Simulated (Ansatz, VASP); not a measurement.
# F in VASP and in Ansatz

INCAR

```
PREC = Accurate ; ENCUT = 910
EDIFF = 1E-6 ; ISMEAR = 0
SIGMA = 0.05 ; LREAL = F
LASPH = T ; NELM = 120
ALGO = Normal ; ISIF = 2
LWAVE = F ; LCHARG = F
GGA = PS ; NBANDS = 22
GGA_COMPAT = F
```

The input KPOINTS:

```
regular mesh
0
Gamma
  4 4 2
```

Contents of POSCAR:

```
F
1.0
    3.3222626172     -1.7622687485     -0.2562415537
    3.3222626172      1.7622687485     -0.2562415537
   -2.5421318239      0.0000000000      7.0756491283
F
4
Direct
    0.0848459664      0.0848459664      0.0940038325
    0.9151540336      0.9151540336      0.9059961675
    0.5015719855      0.5015719855      0.5937195244
    0.4984280145      0.4984280145      0.4062804756
```

Input for Ansatz:

```yaml
crystal:
  lattice:
    - [3.3222626172, -1.7622687485, -0.2562415537]
    - [3.3222626172, 1.7622687485, -0.2562415537]
    - [-2.5421318239, 0.0, 7.0756491283]
  atoms:
    - { symbol: F, position: [0.0848459664, 0.0848459664, 0.0940038325] }
    - { symbol: F, position: [0.9151540336, 0.9151540336, 0.9059961675] }
    - { symbol: F, position: [0.5015719855, 0.5015719855, 0.5937195244] }
    - { symbol: F, position: [0.4984280145, 0.4984280145, 0.4062804756] }
basis:
  ecutwfc: 520.0
kpoints:
  mp_grid: { grid: [4, 4, 2] }
hamiltonian:
  xc: pbesol
scf:
  occupations: { method: gaussian, width: 0.05 }
output:
  forces: true
  stress: true
  eigenvalues: true
```

Change from the starting cell: volume 20.139 Å^3 an atom, stretch along a over the lengths across it, relative to the relaxed cell 1.0835.

Alike in both runs: task single point; functional PBEsol; k mesh 4 × 4 × 2; occupations gaussian, width 0.05 eV; no spin polarisation.

|  | VASP | Ansatz |
| --- | --- | --- |
| version | VASP 6.6.1 | Ansatz 0.2.0 |
| potentials or method | VASP PAW PBE potentials, release 64 (F_h), cutoff 910 eV | scalar-relativistic, plane waves, PAW |
| valence electrons in the cell | 28 | 28 |

|  | VASP | Ansatz | Ansatz less VASP |
| --- | --- | --- | --- |
| gap on the k mesh at the Fermi level (eV) | 3.14 | 3.14 | +0.003 |
| least direct gap on the mesh (eV) | 3.23 | 3.23 | +0.002 |
| rms of the force components (eV/Å) | 0.007 | 0.023 | +0.0159 |

VASP's potentials were made for PBE, not for PBEsol. Atom by atom the forces differ by 0.017 eV/Å (rms over components).

The k mesh is coarse, so the values compare programs but aren't converged. Noted on VASP's run: the cutoff is short for stress, so the pressure is rough.
